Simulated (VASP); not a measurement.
# Te (P-1) in VASP: single point with PBE

Aim: the single point of Te with PBE.

Everything below comes from runs of VASP 6.6.1. Logs are shortened: lines on timing, memory, paths and dates and some standing lists are left out, and cuts for length are marked.

### 1 The cell of the first run

The typed cell holds 3 atoms: a = 4.874 Å, b = 4.832 Å, c = 3.961 Å, α = 92.43°, β = 91.87°, γ = 58.50°.

### 2 Single point, PBE (equal xy, yz and zx shear strains of -1 %)

INCAR reads:

```
SYSTEM = Te
PREC = Accurate
ENCUT = 520
EDIFF = 1E-6
ISMEAR = -1
SIGMA = 0.05
LREAL = .False.
LASPH = .True.
NELM = 80
ALGO = Normal
ISIF = 2
LWAVE = .False.
LCHARG = .False.
GGA = PE
NBANDS = 16
```

KPOINTS reads:

```
regular mesh
0
Gamma
  8 8 8
  0 0 0
```

POSCAR reads:

```
Te
1.0
    4.2459560000     -2.3923705000     -0.0093145000
    4.2222440000      2.3500295000     -0.0330265000
   -0.1502367500     -0.0191345000      3.9580022500
Te
3
Direct
    0.6760000000      0.6760000000      0.6750000000
    0.3240000000      0.3240000000      0.3250000000
    0.0000000000      0.0000000000      0.0000000000
```

Potentials or basis: VASP PAW PBE potentials, release 64 (Te).

Command:

```sh
> cat potpaw_PBE.64/Te/POTCAR > POTCAR
> mpirun -np 1 vasp_std > vasp.out
```

OUTCAR:

```text
SYSTEM = Te
   PREC = Accurate
   ENCUT = 520
   EDIFF = 1E-6
   ISMEAR = -1
   LREAL = .False.
   LASPH = .True.
   NELM = 80
   ISIF = 2
   GGA = PE

 ion  position               nearest neighbor table
   1  0.676  0.676  0.675-   3 2.98   2 3.04   2 3.04   3 3.11   3 3.11   2 3.23   2 3.66
   2  0.324  0.324  0.325-   3 2.98   1 3.04   1 3.04   3 3.11   3 3.11   1 3.23   1 3.66
   3  0.000  0.000  0.000-   1 2.98   2 2.98   1 3.11   2 3.11   1 3.11   2 3.11

  LATTYP: Found a triclinic cell.
 ALAT       =     4.8322948788
 B/A-ratio  =     0.9814215973
 C/A-ratio  =     0.8196724049
 COS(alpha) =     0.0096373009
 COS(beta)  =     0.0423203787
 COS(gamma) =     0.4819708329

  Lattice vectors:

 A1 = (  -4.2222440000,  -2.3500295000,   0.0330265000)
 A2 = (   0.0237120000,  -4.7424000000,   0.0237120000)
 A3 = (  -0.1502367500,  -0.0191345000,   3.9580022500)

Analysis of symmetry for initial positions (statically):
=====================================================================
 Subroutine PRICEL returns:
 Original cell was already a primitive cell.

 Routine SETGRP: Setting up the symmetry group for a
 triclinic supercell.

 Subroutine GETGRP returns: Found  2 space group operations
 (whereof  2 operations were pure point group operations)
 out of a pool of  2 trial point group operations.

The static configuration has the point symmetry S_2 .

Analysis of symmetry for dynamics (positions and initial velocities):
=====================================================================
 Subroutine PRICEL returns:
 Original cell was already a primitive cell.

 Routine SETGRP: Setting up the symmetry group for a
 triclinic supercell.

 Subroutine GETGRP returns: Found  2 space group operations
 (whereof  2 operations were pure point group operations)
 out of a pool of  2 trial point group operations.

The dynamic configuration has the point symmetry S_2 .

 Subroutine INISYM returns: Found  2 space group operations
 (whereof  2 operations are pure point group operations),
 and found     1 'primitive' translations

----------------------------------------------------------------------------------------

                                     Primitive cell

  volume of cell :      79.4568

  direct lattice vectors                    reciprocal lattice vectors
     4.245956000 -2.392370500 -0.009314500     0.117054677 -0.210261291  0.003426645
     4.222244000  2.350029500 -0.033026500     0.119174016  0.211487298  0.005545985
    -0.150236750 -0.019134500  3.958002250     0.001269885  0.001269885  0.252707052

  length of vectors
     4.873568069  4.832294879  3.960898764     0.240672703  0.242816971  0.252713434

  position of ions in fractional coordinates (direct lattice)
     0.676000000  0.676000000  0.675000000
     0.324000000  0.324000000  0.325000000
     0.000000000  0.000000000  0.000000000

  ion indices of the primitive-cell ions
   primitive index   ion index
                 1           1
                 2           2
                 3           3

----------------------------------------------------------------------------------------

 KPOINTS: regular mesh

Automatic generation of k-mesh.
 Grid dimensions read from file:
 generate k-points for:    8    8    8

 Generating k-lattice:

  Cartesian coordinates                     Fractional coordinates (reciprocal lattice)
     0.014631835 -0.026282661  0.000428331     0.125000000  0.000000000 -0.000000000
     0.014896752  0.026435912  0.000693248    -0.000000000  0.125000000 -0.000000000
     0.000158736  0.000158736  0.031588382     0.000000000  0.000000000  0.125000000

  Length of vectors
     0.030084088  0.030352121  0.031589179

  Shift w.r.t. Gamma in fractional coordinates (k-lattice)
     0.000000000  0.000000000  0.000000000

 Subroutine IBZKPT returns following result:
 ===========================================

 Found    260 irreducible k-points:

 Following reciprocal coordinates:
            Coordinates               Weight
  0.000000  0.000000  0.000000      1.000000
  0.125000  0.000000 -0.000000      2.000000
  0.250000  0.000000 -0.000000      2.000000
  0.375000 -0.000000  0.000000      2.000000
  0.500000  0.000000 -0.000000      1.000000
 -0.000000  0.125000  0.000000      2.000000
[... 16 lines left out ...]
  0.125000  0.375000 -0.000000      2.000000
  0.250000  0.375000 -0.000000      2.000000
 [... further k-points ...]
   k-points           NKPTS =    260   k-points in BZ     NKDIM =    260   number of bands    NBANDS=     16
   number of dos      NEDOS =    301   number of ions     NIONS =      3
   total plane-waves  NPLWV =  38880
   dimension x,y,z NGX =    36 NGY =   36 NGZ =   30
   dimension x,y,z NGXF=    72 NGYF=   72 NGZF=   60
   ions per type =               3
   NGX,Y,Z   is equivalent  to a cutoff of  12.28, 12.39, 12.59 a.u.
   NGXF,Y,Z  is equivalent  to a cutoff of  24.56, 24.77, 25.18 a.u.
 SYSTEM =  Te
   PREC   = accura    normal or accurate (medium, high low for compatibility)
   ISTART =      0    job   : 0-new  1-cont  2-samecut
   ICHARG =      2    charge: 1-file 2-atom 10-const
   ISPIN  =      1    spin polarized calculation?
   LNONCOLLINEAR =      F non collinear calculations
   LSORBIT =      F    spin-orbit coupling
   LASPH  =      T    aspherical Exc in radial PAW
   ENCUT  =  520.0 eV  38.22 Ry    6.18 a.u.   9.06  8.98  7.36*2*pi/ulx,y,z
   NELM   =     80;   NELMIN=  2; NELMDL= -5     # of ELM steps
   EDIFF  = 0.1E-05   stopping-criterion for ELM
   LREAL  =      F    real-space projection
   EDIFFG = 0.1E-04   stopping-criterion for IOM
   NSW    =      0    number of steps for IOM
   IBRION =     -1    ionic relax: 0-MD 1-quasi-New 2-CG
   NFREE  =      0    steps in history (QN), initial steepest desc. (CG)
   ISIF   =      2    stress and relaxation
   ISYM   =      2    0-nonsym 1-usesym 2-fastsym
   POTIM  = 0.5000    time-step for ionic-motion
   TEBEG  =    0.0;   TEEND  =   0.0 temperature during run
   PSTRESS=    0.0 pullay stress
   NELECT =      18.0000    total number of electrons
   NUPDOWN=      -1.0000    fix difference up-down
   EMIN   =  10.00;   EMAX   =-10.00  energy-range for DOS
   EFERMI =   0.00;   METHOD = LEGACY
   ISMEAR =    -1;   SIGMA  =   0.05  broadening in eV -4-tet -1-fermi 0-gaus
   EFERMI_NEDOS =   21; number of points for ismear=-14 and -15
   IALGO  =     38    algorithm
   IMIX   =      4    mixing-type and parameters
     AMIX     =   0.40;   BMIX     =  1.00
     AMIX_MAG =   1.60;   BMIX_MAG =  1.00
  volume/ion in A,a.u.               =      26.49       178.73
  Fermi-wavevector in a.u.,A,eV,Ry     =   0.997980  1.885909 13.550923  0.995965
  Thomas-Fermi vector in A             =   2.130173
   LORBIT       =      0    0 simple, 1 ext, 2 COOP (PROOUT), +10 PAW based schemes
   GGA     = PE    functional components
   LHFCALC =     F    Hartree Fock is set to
   AEXX    =    0.0000 exact exchange contribution
   IVDW    =     0    specifies the selected vdW correction
   LEPSILON=     F    determine dielectric tensor
   LRPA    =     F    only Hartree local field effects (RPA)
 non-spin polarized calculation
  energy-cutoff  :      520.00
  volume of cell :       79.46
 maximum number of plane-waves:      2155
   NGX = 19   NGY = 17   NGZ = 15

 number of electron      18.0000000 magnetization

 Free energy of the ion-electron system (eV)
  ---------------------------------------------------
  ext. energy  EPLUGINS =         0.00000000
  ---------------------------------------------------
  free energy    TOTEN  =        -8.73720872 eV

  energy without entropy =       -8.72257278  energy(sigma->0) =       -8.72989075

 E-fermi :   9.0144     XC(G=0): -10.3293

 val. band max:        9.0141260897   @ k =   0.2500   0.5000   0.3750
 cond. band min:       9.0221802382   @ k =  -0.1250  -0.1250   0.2500
 fundamental gap:      0.0080541486
 Fermi energy:         9.0143507996

 k-point     1 :       0.0000    0.0000    0.0000
  band No.  band energies     occupation
      1      -5.8079      2.00000
      2      -0.5691      2.00000
      3      -0.5167      2.00000
      4       4.2719      2.00000
      5       4.5783      2.00000
      6       5.0648      2.00000
[... 8 lines left out ...]
     15      16.1584      0.00000
     16      16.3072      0.00000

 k-point     2 :       0.1250    0.0000   -0.0000
  band No.  band energies     occupation
      1      -5.6807      2.00000
      2      -0.8532      2.00000
      3      -0.6807      2.00000
      4       3.7383      2.00000
      5       4.2209      2.00000
      6       5.4459      2.00000
[... 8 lines left out ...]
     15      15.9997      0.00000
     16      16.3995      0.00000

 k-point     3 :       0.2500    0.0000   -0.0000
  band No.  band energies     occupation
      1      -5.3017      2.00000
      2      -1.7070      2.00000
      3      -0.9487      2.00000
      4       3.1902      2.00000
      5       4.3567      2.00000
      6       5.9944      2.00000
[... 8 lines left out ...]
     15      15.5595      0.00000
     16      17.3141      0.00000

 k-point     4 :       0.3750   -0.0000    0.0000
  band No.  band energies     occupation
      1      -4.6823      2.00000
      2      -2.7828      2.00000
      3      -1.1514      2.00000
      4       2.8031      2.00000
      5       5.1728      2.00000
      6       6.2347      2.00000
[... 8 lines left out ...]
     15      15.4933      0.00000
     16      15.9794      0.00000

 k-point     5 :       0.5000    0.0000   -0.0000
  band No.  band energies     occupation
      1      -3.9732      2.00000
      2      -3.6681      2.00000
      3      -1.2246      2.00000
      4       2.6704      2.00000
      5       6.2856      2.00000
      6       6.3330      2.00000
[... 8 lines left out ...]
     15      14.8914      0.00000
     16      15.9033      0.00000

 k-point     6 :      -0.0000    0.1250    0.0000
  band No.  band energies     occupation
      1      -5.6787      2.00000
      2      -0.8234      2.00000
      3      -0.7078      2.00000
      4       3.7022      2.00000
      5       4.2203      2.00000
      6       5.4491      2.00000
[... 8 lines left out ...]
     15      15.7661      0.00000
     16      16.3885      0.00000

 k-point     7 :       0.1250    0.1250    0.0000
  band No.  band energies     occupation
      1      -5.6842      2.00000
      2      -0.8512      2.00000
      3      -0.6923      2.00000
      4       3.9430      2.00000
      5       3.9800      2.00000
      6       5.6875      2.00000
[... 8 lines left out ...]
     15      16.0126      0.00000
     16      16.7117      0.00000

 k-point     8 :       0.2500    0.1250   -0.0000
  band No.  band energies     occupation
      1      -5.4364      2.00000
      2      -1.2439      2.00000
      3      -1.1260      2.00000
      4       3.7666      2.00000
      5       3.8966      2.00000
      6       6.0559      2.00000
[... 8 lines left out ...]
     15      16.7132      0.00000
     16      17.0041      0.00000

 k-point     9 :       0.3750    0.1250    0.0000
  band No.  band energies     occupation
      1      -4.9417      2.00000
      2      -2.1550      2.00000
      3      -1.4804      2.00000
      4       3.4677      2.00000
      5       4.5260      2.00000
      6       6.3314      2.00000
[... 8 lines left out ...]
     15      15.7863      0.00000
     16      16.7791      0.00000
[... 172 lines left out ...]
 k-point    19 :      -0.3750    0.2500    0.0000
  band No.  band energies     occupation
      1      -3.6249      2.00000
      2      -3.3754      2.00000
      3      -2.4784      2.00000
      4       4.5162      2.00000
      5       5.9192      2.00000
      6       5.9761      2.00000
[... 8 lines left out ...]
     15      13.4212      0.00000
     16      17.8655      0.00000

 k-point    20 :      -0.2500    0.2500    0.0000
  band No.  band energies     occupation
      1      -4.2900      2.00000
      2      -2.6889      2.00000
      3      -2.2324      2.00000
      4       4.4490      2.00000
      5       4.5240      2.00000
      6       6.6039      2.00000
[... 8 lines left out ...]
     15      14.4327      0.00000
     16      17.4240      0.00000

 k-point    21 :      -0.1250    0.2500    0.0000
  band No.  band energies     occupation
      1      -4.9090      2.00000
      2      -2.1654      2.00000
      3      -1.4793      2.00000
      4       3.3955      2.00000
      5       4.4830      2.00000
      6       6.3071      2.00000
[... 8 lines left out ...]
     15      15.8822      0.00000
     16      16.1421      0.00000

 k-point    22 :      -0.0000    0.3750   -0.0000
  band No.  band energies     occupation
      1      -4.6646      2.00000
      2      -2.7411      2.00000
      3      -1.2198      2.00000
      4       2.7397      2.00000
      5       5.1380      2.00000
      6       6.3596      2.00000
[... 8 lines left out ...]
     15      15.3935      0.00000
     16      15.9592      0.00000

 k-point    23 :       0.1250    0.3750   -0.0000
  band No.  band energies     occupation
      1      -4.9259      2.00000
      2      -2.1210      2.00000
      3      -1.5252      2.00000
      4       3.3993      2.00000
      5       4.4940      2.00000
      6       6.3918      2.00000
[... 8 lines left out ...]
     15      15.8819      0.00000
     16      16.5380      0.00000

 k-point    24 :       0.2500    0.3750   -0.0000
  band No.  band energies     occupation
      1      -4.9433      2.00000
      2      -2.2121      2.00000
      3      -1.4229      2.00000
      4       3.5496      2.00000
      5       4.4555      2.00000
      6       6.0701      2.00000
[... 8 lines left out ...]
     15      15.8839      0.00000
     16      16.4015      0.00000

 [... further k-points ...]

------------------------ aborting loop because EDIFF is reached ----------------------------------------

  FORCE on cell =-STRESS in cart. coord.  units (eV):
  Direction    XX          YY          ZZ          XY          YZ          ZX
  --------------------------------------------------------------------------------------
  -------------------------------------------------------------------------------------
  Total        4.6262354      4.3869214      4.9080986      0.1206703      0.1055636      0.7392734
  in kB       93.2840162     88.4584579     98.9675426      2.4332108      2.1285989     14.9068057
  external PRESSURE =      93.5700056 kB  Pullay stress =       0.0000000 kB

 VOLUME and BASIS-vectors are now :
 -----------------------------------------------------------------------------
  energy-cutoff  :      520.00
  volume of cell :       79.46
      direct lattice vectors                 reciprocal lattice vectors
     4.245956000 -2.392370500 -0.009314500     0.117054677 -0.210261291  0.003426645
     4.222244000  2.350029500 -0.033026500     0.119174016  0.211487298  0.005545985
    -0.150236750 -0.019134500  3.958002250     0.001269885  0.001269885  0.252707052

 POSITION                                       TOTAL-FORCE (eV/Angst)
 -----------------------------------------------------------------------------------
      5.62309     -0.04154      2.64303        -0.478354      0.000625     -0.220204
      2.69487     -0.01994      1.27263         0.478354     -0.000625      0.220204
      0.00000      0.00000      0.00000        -0.000000      0.000000      0.000000
 -----------------------------------------------------------------------------------
    total drift:                               -0.000000      0.000000      0.000000

  FREE ENERGIE OF THE ION-ELECTRON SYSTEM (eV)
  ---------------------------------------------------
  free  energy   TOTEN  =        -8.7372087170 eV

  energy  without entropy=       -8.7225727757  energy(sigma->0) =       -8.72989075
```

Wall time 5.4 min (1 thread of Oxide Virtual Turin-like, shared host); peak memory 0.35 GiB.

What came out:

| Quantity | Value |
| --- | --- |
| Free energy | -8.7372 eV |
| Pressure | 9.4 GPa |
| Largest force | 0.527 eV/Å |
| Band gap on the k mesh | zero (bands 9 and 10 overlap by 3.42 eV) |

Forces in eV/Å, atoms in the order of the input:
```
Te  -0.478  0.001 -0.220
Te   0.478 -0.001  0.220
Te   0.000  0.000  0.000
```

Stress tensor (GPa, compression positive):
```
9.33 0.24 1.49
0.24 8.85 0.21
1.49 0.21 9.90
```

Caveat: the cell differs from its parent crystal (equal xy, yz and zx shear strains of -1 %); the cell stands under pressure; spin-orbit coupling is left out, which moves the levels of the heavy elements.
